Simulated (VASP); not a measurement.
A run of VASP 6.6.1:

The input POSCAR:

```
Te
1.0
    5.6132497364      0.0000000000      0.0000000000
   -2.8066248682      4.8612168695      0.0000000000
    0.0000000000      0.0000000000      3.0041884488
Te
3
Direct
    1.0000000000      1.0000000000      0.0000000000
    0.3333333333      0.6666666667      0.5000000000
    0.6666666667      0.3333333333      0.5000000000
```

The input INCAR.step1:

```
SYSTEM = Te
PREC = Accurate
ENCUT = 520
ISMEAR = -1
SIGMA = 0.1
LREAL = .FALSE.
LASPH = .TRUE.
NELM = 100
NBANDS = 16
GGA = PE
ALGO = Normal
EDIFF = 1E-4
LWAVE = .TRUE.
LCHARG = .FALSE.
```

File INCAR.step2:

```
SYSTEM = Te
PREC = Accurate
ENCUT = 520
EDIFF = 1E-7
ISMEAR = -1
SIGMA = 0.1
LREAL = .FALSE.
LASPH = .TRUE.
NELM = 100
ALGO = Normal
ISIF = 2
LWAVE = .FALSE.
LCHARG = .FALSE.
METAGGA = R2SCAN
LMIXTAU = .TRUE.
NBANDS = 16
ISTART = 1
```

File KPOINTS:

```
Automatic mesh
0
G
  7 7 12
  0 0 0
```

Potentials or basis: VASP PAW PBE potentials, release 64 (Te).

The run is started by

```console
$ cat potpaw_PBE.64/Te/POTCAR > POTCAR
$ cp INCAR.step1 INCAR
$ mpirun -np 1 vasp_std > vasp.out
$ cp INCAR.step2 INCAR
$ mpirun -np 1 vasp_std > vasp.out
```

Hardware: 1 thread of Intel(R) Xeon(R) Platinum 8488C (Sapphire Rapids) (shared host).

Task: Estimate the wall time of this run.

Result: Wall time 3.5 min on 1 thread of Intel(R) Xeon(R) Platinum 8488C (Sapphire Rapids), on a shared host, peak memory 0.23 GiB. Counts: k points 56.
